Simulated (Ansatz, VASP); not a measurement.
**Two plane-wave programs on KNbO3**

File INCAR:

```
SYSTEM = KNbO3
  ALGO = Normal
  EDIFF = 1E-6
  ENCUT = 600
  GGA = PS
  GGA_COMPAT = .False.
  ISIF = 2
  ISMEAR = 0
  LASPH = .True.
  LCHARG = .False.
  LDAU = .True.
  LDAUJ = 0 0 0
  LDAUL = -1 2 -1
  LDAUPRINT = 1
  LDAUTYPE = 2
  LDAUU = 0 7 0
  LMAXMIX = 4
  LREAL = .False.
  LWAVE = .False.
  NBANDS = 28
  NELM = 200
  PREC = Accurate
  SIGMA = 0.01
```

Contents of KPOINTS:

```
k-points
0
Gamma
  6 6 6
  0 0 0
```

File POSCAR:

```
KNbO3
1.0
    4.0291830000      0.0000000000      0.0000000000
    0.0000000000      4.0291830000      0.0000000000
    0.0000000000      0.0000000000      4.0291830000
K Nb O
1 1 3
Direct
    0.0000000000      0.0000000000      0.0000000000
    0.5000000000      0.5000000000      0.5000000000
    0.0000000000      0.5000000000      0.5000000000
    0.5000000000      0.0000000000      0.5000000000
    0.5000000000      0.5000000000      0.0000000000
```

Input for Ansatz:

```yaml
crystal:
  lattice:
    - [4.029183, 0.0, 0.0]
    - [0.0, 4.029183, 0.0]
    - [0.0, 0.0, 4.029183]
  atoms:
    - { symbol: K, position: [0.0, 0.0, 0.0] }
    - { symbol: Nb, position: [0.5, 0.5, 0.5] }
    - { symbol: O, position: [0.0, 0.5, 0.5] }
    - { symbol: O, position: [0.5, 0.0, 0.5] }
    - { symbol: O, position: [0.5, 0.5, 0.0] }
kpoints:
  mp_grid:
    grid: [6, 6, 6]
hamiltonian:
  xc: pbesol
  hubbard:
    - { species: Nb, l: d, u_eff: 7.0 }
scf:
  occupations:
    method: fixed
output:
  eigenvalues: true
```

Alike in both runs: task single point; functional PBEsol; k mesh 6 × 6 × 6; no spin polarisation; Hubbard terms Nb d U = 7.0 eV.

```csv
,VASP,Ansatz
version,VASP 6.6.1,Ansatz 0.2.0
potentials or method,"VASP PAW PBE potentials, release 64 (K_sv, Nb_sv, O)","plane waves, PAW"
plane-wave cutoff (eV),600,420
occupations,"gaussian, width 0.01 eV",fixed
valence electrons in the cell,40,40
```

```csv
,VASP,Ansatz,Ansatz less VASP
gap on the k mesh at the Fermi level (eV),2.26,2.23,-0.035
```

VASP's potentials were made for PBE, not for PBEsol. The programs project onto different local orbitals, so the same U acts differently, and such runs can settle in different states.
